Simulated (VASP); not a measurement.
Set up this calculation in VASP 6.6.1, as the native input.

| Quantity | Value |
| --- | --- |
| Task | single point |
| Functional | LDA |
| Potentials or basis | VASP PAW LDA potentials, release 64 (Hf_pv, C) |
| Cutoff | 520 eV |
| k mesh | 12 × 12 × 12 |
| Occupations | fermi-dirac, width 0.05 eV |
| Spin | no spin polarisation |
| Dipole correction | no |
| Further INCAR settings | ALGO = Normal; EDIFF = 1e-07; NBANDS = 14 |

The structure of HfC lies in POSCAR:

```
HfC
1.0
    0.0000000000      2.3403977997      2.3403977997
    2.3403977997      0.0000000000      2.3403977997
    2.3403977997      2.3403977997      0.0000000000
Hf C
1 1
Direct
    0.5000000000      0.5000000000      0.5000000000
    0.0000000000      0.0000000000      0.0000000000
```

This cell differs from its parent crystal: volume scaled by 1.02.

One way to write it, as run:

INCAR

```
PREC = Accurate ; ENCUT = 520
EDIFF = 1E-7 ; ISMEAR = -1
SIGMA = 0.05 ; LREAL = F
LASPH = T ; NELM = 60
ALGO = Normal ; ISIF = 2
LWAVE = F ; LCHARG = F
NBANDS = 14
```

KPOINTS

```
Automatic mesh
0
Gamma
  12 12 12
```

Potentials or basis: VASP PAW LDA potentials, release 64 (Hf_pv, C).

Command:

```console
$ cat potpaw_LDA.64/Hf_pv/POTCAR potpaw_LDA.64/C/POTCAR > POTCAR
$ mpirun -np 1 vasp_std > vasp.out
```

Results of the run:

```yaml
Pressure: -15.7 GPa
Band_gap_on_the_k_mesh: zero (band 7 reaches 6.71 eV, above the bottom of band 8 at 5.29 eV)
```

Caveat: spin-orbit coupling is left out, which moves the levels of the heavy elements.

It took 57 s on 1 thread of AMD EPYC 7R13, with other jobs on the host, peak memory 0.13 GiB.
